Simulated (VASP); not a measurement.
Wanted: the native input for a VASP 6.6.1 run.

| Property | Result |
| --- | --- |
| Task | relaxation of shape and atoms at fixed volume |
| Functional | PBE |
| Dispersion | D3(BJ) |
| Potentials or basis | VASP PAW PBE potentials, release 64 (C) |
| Cutoff | 600 eV |
| k mesh | 18 × 18 × 12 |
| Occupations | gaussian, width 0.1 eV |
| Spin | no spin polarisation |
| Dipole correction | no |
| Further INCAR settings | ALGO = Normal; EDIFF = 1e-07; IBRION = 2; EDIFFG = -0.01; NSW = 50; ISIF = 4 |

The structure of C lies in POSCAR:

```
C
1.0
    2.4398400999      0.0000000000      0.0000000000
   -1.2199200499      2.1129635077      0.0000000000
    0.0000000000      0.0000000000      3.5313893130
C
2
Direct
    0.3333333333      0.6666666667      0.0000000000
    0.6666666667      0.3333333333      0.0000000000
```

One way to write it, as run:

INCAR

```
SYSTEM = C
  PREC = Accurate
  ENCUT = 600
  EDIFF = 1E-7
  ISMEAR = 0
  SIGMA = 0.1
  LREAL = .FALSE.
  LASPH = .TRUE.
  NELM = 60
  ALGO = Normal
  ISIF = 4
  LWAVE = .FALSE.
  LCHARG = .FALSE.
  GGA = PE
  IVDW = 12
  IBRION = 2
  NSW = 50
  EDIFFG = -0.01
```

KPOINTS

```
regular mesh
0
G
  18 18 12
  0 0 0
```

Potentials or basis: VASP PAW PBE potentials, release 64 (C).

Launch:

```sh
$ cat potpaw_PBE.64/C/POTCAR > POTCAR
$ mpirun -np 1 vasp_std > vasp.out
```

Results of the run:

* Energy gained by relaxing: 7.3 meV/atom
* Ionic steps: 3
* Pressure after relaxing: 0.8 GPa
* Band gap on the k mesh: zero (bands 4 and 5 overlap by 1.11 eV)
* Dispersion energy per atom: -0.150 eV

Run time: 43 s on 1 thread of AMD EPYC 9R45 96-Core Processor (Zen 5), on a shared host, peak memory 0.14 GiB.
